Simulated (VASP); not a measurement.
# WC (Pm) in VASP: single point with PBE

Aim: the single point of WC with PBE.

All numbers are computed with VASP 6.6.1; they aren't measurements. Logs are shortened: lines on timing, memory, paths and dates and some standing lists are left out, and cuts for length are marked.

### 1 The cell of the first run

It takes space group Pm (No. 6, monoclinic). Conventional cell: a = 2.901 Å, b = 2.829 Å, c = 2.901 Å, α = 90.00°, β = 120.00°, γ = 90.00°. W (site symmetry m) has 6 C at 2.13 to 2.26 Å within 2.8 Å. Within 2.8 Å of C (site symmetry m) lie 6 W at 2.13 to 2.26 Å.

### 2 Single point, PBE (atom 1 (W) moved by (-0.100, +0.000) A along x and y)

INCAR reads:

```
SYSTEM = WC
  ALGO = Normal
  EDIFF = 1E-7
  ENCUT = 520
  GGA = PE
  ISIF = 2
  ISMEAR = 0
  LASPH = .TRUE.
  LCHARG = .FALSE.
  LREAL = .FALSE.
  LWAVE = .FALSE.
  NBANDS = 16
  NELM = 80
  PREC = Accurate
  SIGMA = 0.15
```

KPOINTS reads:

```
k-points
0
G
  18 18 16
  0 0 0
```

POSCAR reads:

```
WC
1.0
    2.9005014360      0.0000000000      0.0000000000
   -1.4502507180      2.5119079273      0.0000000000
    0.0000000000      0.0000000000      2.8290000000
W C
1 1
Direct
   -0.0344767973      0.0000000000      0.0000000000
    0.6666666667      0.3333333333      0.5000000000
```

Potentials or basis: VASP PAW PBE potentials, release 64 (W_sv, C).

The run is started by

```console
$ cat potpaw_PBE.64/W_sv/POTCAR potpaw_PBE.64/C/POTCAR > POTCAR
$ mpirun -np 1 vasp_std > vasp.out
```

OUTCAR:

```text
SYSTEM = WC
   EDIFF = 1E-7
   ENCUT = 520
   GGA = PE
   ISIF = 2
   ISMEAR = 0
   LASPH = .TRUE.
   LREAL = .FALSE.
   NELM = 80
   PREC = Accurate

 ion  position               nearest neighbor table
   1  0.966  0.000  0.000-   2 2.13   2 2.13   2 2.19   2 2.19   2 2.26   2 2.26
   2  0.667  0.333  0.500-   1 2.13   1 2.13   1 2.19   1 2.19   1 2.26   1 2.26

  LATTYP: Found a hexagonal cell.
 ALAT       =     2.9005014360
 C/A-ratio  =     0.9753485949

  Lattice vectors:

 A1 = (   2.9005014360,   0.0000000000,   0.0000000000)
 A2 = (  -1.4502507180,   2.5119079273,   0.0000000000)
 A3 = (   0.0000000000,   0.0000000000,   2.8290000000)

Analysis of symmetry for initial positions (statically):
=====================================================================
 Subroutine PRICEL returns:
 Original cell was already a primitive cell.

 Routine SETGRP: Setting up the symmetry group for a
 hexagonal supercell.

 Subroutine GETGRP returns: Found  2 space group operations
 (whereof  2 operations were pure point group operations)
 out of a pool of 24 trial point group operations.

The static configuration has the point symmetry C_1h.

Analysis of symmetry for dynamics (positions and initial velocities):
=====================================================================
 Subroutine PRICEL returns:
 Original cell was already a primitive cell.

 Routine SETGRP: Setting up the symmetry group for a
 hexagonal supercell.

 Subroutine GETGRP returns: Found  2 space group operations
 (whereof  2 operations were pure point group operations)
 out of a pool of 24 trial point group operations.

The dynamic configuration has the point symmetry C_1h.

 Subroutine INISYM returns: Found  2 space group operations
 (whereof  2 operations are pure point group operations),
 and found     1 'primitive' translations

----------------------------------------------------------------------------------------

                                     Primitive cell

  volume of cell :      20.6115

  direct lattice vectors                    reciprocal lattice vectors
     2.900501436  0.000000000  0.000000000     0.344767973  0.199051882  0.000000000
    -1.450250718  2.511907927  0.000000000     0.000000000  0.398103764  0.000000000
     0.000000000  0.000000000  2.829000000     0.000000000  0.000000000  0.353481796

  length of vectors
     2.900501436  2.900501436  2.829000000     0.398103764  0.398103764  0.353481796

  position of ions in fractional coordinates (direct lattice)
     0.965523203  0.000000000  0.000000000
     0.666666667  0.333333333  0.500000000

  ion indices of the primitive-cell ions
   primitive index   ion index
                 1           1
                 2           2

----------------------------------------------------------------------------------------

 KPOINTS: k-points

Automatic generation of k-mesh.
 Grid dimensions read from file:
 generate k-points for:   18   18   16

 Generating k-lattice:

  Cartesian coordinates                     Fractional coordinates (reciprocal lattice)
     0.019153776  0.011058438  0.000000000     0.055555556  0.000000000  0.000000000
     0.000000000  0.022116876  0.000000000     0.000000000  0.055555556  0.000000000
     0.000000000  0.000000000  0.022092612     0.000000000  0.000000000  0.062500000

  Length of vectors
     0.022116876  0.022116876  0.022092612

  Shift w.r.t. Gamma in fractional coordinates (k-lattice)
     0.000000000  0.000000000  0.000000000

 Subroutine IBZKPT returns following result:
 ===========================================

 Found   1476 irreducible k-points:

 Following reciprocal coordinates:
            Coordinates               Weight
  0.000000  0.000000  0.000000      1.000000
  0.055556  0.000000  0.000000      2.000000
  0.000000  0.055556  0.000000      2.000000
 -0.055556  0.055556  0.000000      2.000000
  0.111111  0.000000  0.000000      2.000000
  0.000000  0.111111  0.000000      2.000000
[... 16 lines left out ...]
  0.444444 -0.000000  0.000000      2.000000
  0.000000  0.444444  0.000000      2.000000
 [... further k-points ...]
   k-points           NKPTS =   1476   k-points in BZ     NKDIM =   1476   number of bands    NBANDS=     16
   number of dos      NEDOS =    301   number of ions     NIONS =      2
   total plane-waves  NPLWV =  13824
   dimension x,y,z NGX =    24 NGY =   24 NGZ =   24
   dimension x,y,z NGXF=    48 NGYF=   48 NGZF=   48
   ions per type =               1   1
   NGX,Y,Z   is equivalent  to a cutoff of  13.76, 13.76, 14.10 a.u.
   NGXF,Y,Z  is equivalent  to a cutoff of  27.51, 27.51, 28.21 a.u.
 SYSTEM =  WC
   PREC   = accura    normal or accurate (medium, high low for compatibility)
   ISTART =      0    job   : 0-new  1-cont  2-samecut
   ICHARG =      2    charge: 1-file 2-atom 10-const
   ISPIN  =      1    spin polarized calculation?
   LNONCOLLINEAR =      F non collinear calculations
   LSORBIT =      F    spin-orbit coupling
   LASPH  =      T    aspherical Exc in radial PAW
   ENCUT  =  520.0 eV  38.22 Ry    6.18 a.u.   5.39  5.39  5.26*2*pi/ulx,y,z
   NELM   =     80;   NELMIN=  2; NELMDL= -5     # of ELM steps
   EDIFF  = 0.1E-06   stopping-criterion for ELM
   LREAL  =      F    real-space projection
   EDIFFG = 0.1E-05   stopping-criterion for IOM
   NSW    =      0    number of steps for IOM
   IBRION =     -1    ionic relax: 0-MD 1-quasi-New 2-CG
   NFREE  =      0    steps in history (QN), initial steepest desc. (CG)
   ISIF   =      2    stress and relaxation
   ISYM   =      2    0-nonsym 1-usesym 2-fastsym
   POTIM  = 0.5000    time-step for ionic-motion
   TEBEG  =    0.0;   TEEND  =   0.0 temperature during run
   PSTRESS=    0.0 pullay stress
   NELECT =      18.0000    total number of electrons
   NUPDOWN=      -1.0000    fix difference up-down
   EMIN   =  10.00;   EMAX   =-10.00  energy-range for DOS
   EFERMI =   0.00;   METHOD = LEGACY
   ISMEAR =     0;   SIGMA  =   0.15  broadening in eV -4-tet -1-fermi 0-gaus
   EFERMI_NEDOS =   21; number of points for ismear=-14 and -15
   IALGO  =     38    algorithm
   IMIX   =      4    mixing-type and parameters
     AMIX     =   0.40;   BMIX     =  1.00
     AMIX_MAG =   1.60;   BMIX_MAG =  1.00
  volume/ion in A,a.u.               =      10.31        69.55
  Fermi-wavevector in a.u.,A,eV,Ry     =   1.564813  2.957068 33.315762  2.448639
  Thomas-Fermi vector in A             =   2.667381
   LORBIT       =      0    0 simple, 1 ext, 2 COOP (PROOUT), +10 PAW based schemes
   GGA     = PE    functional components
   LHFCALC =     F    Hartree Fock is set to
   AEXX    =    0.0000 exact exchange contribution
   IVDW    =     0    specifies the selected vdW correction
   LEPSILON=     F    determine dielectric tensor
   LRPA    =     F    only Hartree local field effects (RPA)
 non-spin polarized calculation
 Gauss-broadening in eV      SIGMA  =   0.15
  energy-cutoff  :      520.00
  volume of cell :       20.61
 maximum number of plane-waves:       580
 NGX is ok and might be reduce to    24
   NGX = 11   NGY = 11   NGZ = 11

 number of electron      18.0000001 magnetization

 Free energy of the ion-electron system (eV)
  ---------------------------------------------------
  ext. energy  EPLUGINS =         0.00000000
  ---------------------------------------------------
  free energy    TOTEN  =       -22.35559815 eV

  energy without entropy =      -22.35277637  energy(sigma->0) =      -22.35418726

 E-fermi :  11.2004     XC(G=0): -13.8350

 val. band max:       11.1949337801   @ k =  -0.3333  -0.4444   0.0000
 cond. band min:      11.2065643842   @ k =  -0.4444  -0.2222   0.0000
 fundamental gap:      0.0116306041
 Fermi energy:        11.2003672313

 k-point     1 :       0.0000    0.0000    0.0000
  band No.  band energies     occupation
      1     -62.8039      2.00000
      2     -26.7902      2.00000
      3     -26.6881      2.00000
      4     -26.6796      2.00000
      5      -3.3292      2.00000
      6       6.7618      2.00000
[... 8 lines left out ...]
     15      25.5663      0.00000
     16      27.3619      0.00000

 k-point     2 :       0.0556    0.0000    0.0000
  band No.  band energies     occupation
      1     -62.8021      2.00000
      2     -26.7868      2.00000
      3     -26.7130      2.00000
      4     -26.6869      2.00000
      5      -3.2497      2.00000
      6       6.8014      2.00000
[... 8 lines left out ...]
     15      25.2359      0.00000
     16      27.8330      0.00000

 k-point     3 :       0.0000    0.0556    0.0000
  band No.  band energies     occupation
      1     -62.8021      2.00000
      2     -26.7867      2.00000
      3     -26.7127      2.00000
      4     -26.6876      2.00000
      5      -3.2468      2.00000
      6       6.7942      2.00000
[... 8 lines left out ...]
     15      25.3708      0.00000
     16      27.6049      0.00000

 k-point     4 :      -0.0556    0.0556    0.0000
  band No.  band energies     occupation
      1     -62.8021      2.00000
      2     -26.7867      2.00000
      3     -26.7065      2.00000
      4     -26.6941      2.00000
      5      -3.2444      2.00000
      6       6.7802      2.00000
[... 8 lines left out ...]
     15      25.4918      0.00000
     16      27.5483      0.00000
[... 324 lines left out ...]
 k-point    22 :      -0.3889    0.3889    0.0000
  band No.  band energies     occupation
      1     -62.7507      2.00000
      2     -27.4252      2.00000
      3     -26.8616      2.00000
      4     -26.6868      2.00000
      5      -0.3126      2.00000
      6       4.2768      2.00000
[... 8 lines left out ...]
     15      25.4750      0.00000
     16      28.4712      0.00000

 k-point    23 :       0.4444   -0.0000    0.0000
  band No.  band energies     occupation
      1     -62.7458      2.00000
      2     -27.4856      2.00000
      3     -26.8693      2.00000
      4     -26.6823      2.00000
      5      -0.3245      2.00000
      6       4.4469      2.00000
[... 8 lines left out ...]
     15      24.4023      0.00000
     16      28.6956      0.00000

 k-point    24 :       0.0000    0.4444    0.0000
  band No.  band energies     occupation
      1     -62.7456      2.00000
      2     -27.4932      2.00000
      3     -26.8714      2.00000
      4     -26.6791      2.00000
      5      -0.0883      2.00000
      6       4.1953      2.00000
[... 8 lines left out ...]
     15      24.3150      0.00000
     16      28.7430      0.00000

 [... further k-points ...]

------------------------ aborting loop because EDIFF is reached ----------------------------------------

  FORCE on cell =-STRESS in cart. coord.  units (eV):
  Direction    XX          YY          ZZ          XY          YZ          ZX
  --------------------------------------------------------------------------------------
  -------------------------------------------------------------------------------------
  Total        1.3511775      1.3378061      1.6350756     -0.5771560      0.0000000      0.0000000
  in kB      105.0299697    103.9905795    127.0979829    -44.8635947      0.0000000      0.0000000
  external PRESSURE =     112.0395107 kB  Pullay stress =       0.0000000 kB

 VOLUME and BASIS-vectors are now :
 -----------------------------------------------------------------------------
  energy-cutoff  :      520.00
  volume of cell :       20.61
      direct lattice vectors                 reciprocal lattice vectors
     2.900501436  0.000000000  0.000000000     0.344767973  0.199051882  0.000000000
    -1.450250718  2.511907927  0.000000000     0.000000000  0.398103764  0.000000000
     0.000000000  0.000000000  2.829000000     0.000000000  0.000000000  0.353481796

 POSITION                                       TOTAL-FORCE (eV/Angst)
 -----------------------------------------------------------------------------------
      2.80050      0.00000      0.00000         1.607437     -0.113074      0.000000
      1.45025      0.83730      1.41450        -1.607437      0.113074      0.000000
 -----------------------------------------------------------------------------------
    total drift:                               -0.000013      0.000004     -0.000000

  FREE ENERGIE OF THE ION-ELECTRON SYSTEM (eV)
  ---------------------------------------------------
  free  energy   TOTEN  =       -22.3555981509 eV

  energy  without entropy=      -22.3527763712  energy(sigma->0) =      -22.35418726
```

Wall time 5.4 min (1 thread of Intel Xeon Platinum 8259CL at 2.50GHz (Skylake/Cascade Lake), shared host); peak memory 0.56 GiB.

What came out:

```
Free energy            : -22.3556 eV
Pressure               : 11.2 GPa
Largest force          : 1.611 eV/Å
Band gap on the k mesh : zero (band 9 reaches 11.88 eV, above the bottom of band 10 at 10.61 eV)
```

Forces in eV/Å, atoms in the order of the input:
```
W    1.607 -0.113  0.000
C   -1.607  0.113  0.000
```

Stress tensor (GPa, compression positive):
```
10.50 -4.49  0.00
-4.49 10.40  0.00
 0.00  0.00 12.71
```

Levels at points of the mesh, in eV from the Fermi level:
```
           k point  band 7  band 8  band 9  band 10  band 11  band 12
(0.00, 0.00, 0.00)   -3.47   -3.20    0.01     3.16     3.38     4.88
(0.50, 0.00, 0.00)   -3.70   -3.38   -0.53     2.25     4.65     5.06
(0.00, 0.50, 0.00)   -3.81   -3.72   -0.27     2.32     4.51     4.98
(0.50, 0.50, 0.00)   -3.97   -3.67   -0.34     2.41     4.41     4.84
(0.00, 0.00, 0.50)   -2.67   -1.38   -0.68    -0.59     3.55     3.71
(0.50, 0.00, 0.50)   -4.66   -4.44    0.60     4.44     5.32     6.53
(0.00, 0.50, 0.50)   -4.46   -4.08    0.23     4.45     5.34     6.29
(0.50, 0.50, 0.50)   -4.20   -3.95   -0.03     4.47     5.35     6.64
```

Caveat: the cell differs from its parent crystal (atom 1 (W) moved by (-0.100, +0.000) A along x and y); spin-orbit coupling is left out, which moves the levels of the heavy elements; forces of over 1 eV/Å act on the atoms, so gaps and moduli don't describe the material at rest.
